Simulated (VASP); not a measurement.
FeH2O: single point with PBE

Crystal: FeH2O.

```
Fe H O
1.0
     3.75608    0.00000    0.00000
     0.00000    3.75608    0.00000
     0.00000    0.00000    3.75608
Fe H O
1 2 1
Direct
  0.00000 0.00000 0.00000
  0.50000 0.00000 0.00000
  0.00000 0.50000 0.00000
  0.00000 0.00000 0.50000
```

| Item | Value |
| --- | --- |
| Program | VASP 6.6.1 |
| Task | single point |
| Functional | PBE |
| Potentials or basis | VASP PAW PBE potentials, release 64 (Fe_sv, H, O) |
| Cutoff | 600 eV |
| k mesh | 4 × 4 × 4 |
| Occupations | gaussian, width 0.1 eV |
| Spin | collinear spin, ferromagnetic start |
| Starting moments | [4.0, 0.0, 0.0, 0.0] μB |
| Dipole correction | no |
| Further INCAR settings | ALGO = Normal; EDIFF = 1e-06; NBANDS = 24 |

The pressure is -14.9 GPa and the net moment is 3.28 μB per cell. The site moments are Fe +2.69; H -0.03; O +0.40 μB and the valence electrons inside the program's atomic spheres are Fe 13.51; H 0.47; O 4.89.

Stress tensor (GPa, compression positive):
```
-10.92   0.00   0.00
  0.00 -10.92   0.00
  0.00   0.00 -22.96
```

Levels at points of the mesh, in eV from the Fermi level:
Spin up:
| k point | band 10 | band 11 | band 12 | band 13 | band 14 | band 15 | band 16 | band 17 | band 18 | band 19 |
| --- | --- | --- | --- | --- | --- | --- | --- | --- | --- | --- |
| (0.00, 0.00, 0.00) | -2.98 | -2.98 | -2.20 | -2.20 | -0.43 | 3.27 | 8.84 | 8.84 | 9.47 | 10.84 |
| (0.50, 0.00, 0.00) | -3.08 | -2.97 | -2.23 | -2.13 | -0.42 | 0.51 | 9.01 | 10.34 | 10.66 | 12.37 |
| (0.00, 0.00, 0.50) | -4.09 | -3.13 | -0.42 | -0.42 | 3.18 | 3.47 | 5.60 | 8.10 | 8.10 | 12.15 |
| (0.50, 0.50, 0.00) | -3.06 | -3.06 | -2.35 | -2.09 | -0.22 | -0.22 | 5.19 | 6.11 | 13.86 | 13.86 |
| (0.00, 0.50, 0.50) | -3.22 | -2.24 | -1.82 | -0.61 | -0.40 | 3.37 | 8.50 | 8.81 | 9.53 | 10.63 |
| (0.50, 0.50, 0.50) | -2.35 | -1.81 | -1.81 | -0.69 | -0.57 | -0.57 | 7.68 | 8.65 | 9.76 | 11.15 |
Spin down:
```
           k point  band 7  band 8  band 9  band 10  band 11  band 12  band 13  band 14
(0.00, 0.00, 0.00)   -3.29   -3.18   -1.24    -1.24     0.21     0.21     0.68     1.61
(0.50, 0.00, 0.00)   -3.67   -3.10   -1.16    -0.32     0.03     0.15     0.23     0.49
(0.00, 0.00, 0.50)   -4.32   -3.20   -2.30    -2.30     0.69     2.00     2.00     4.17
(0.50, 0.50, 0.00)   -3.29   -3.03   -0.63     0.06     0.06     0.07     0.15     0.28
(0.00, 0.50, 0.50)   -3.70   -2.86   -2.28    -2.25    -0.15     0.52     1.91     2.00
(0.50, 0.50, 0.50)   -2.75   -2.75   -1.87    -1.87    -0.62     0.17     1.05     1.93
```

Run time: 54 s on 1 thread of Intel(R) Xeon(R) Platinum 8488C (Sapphire Rapids), on a shared host, peak memory 0.21 GiB.

Caveat: the k points lie up to 0.42 Å⁻¹ apart; a cell with one magnetic atom can't hold antiferromagnetic order, which such compounds often take. With open d or f shells a metallic result of PBE can be an artefact of self-interaction; +U or a hybrid may open a gap.
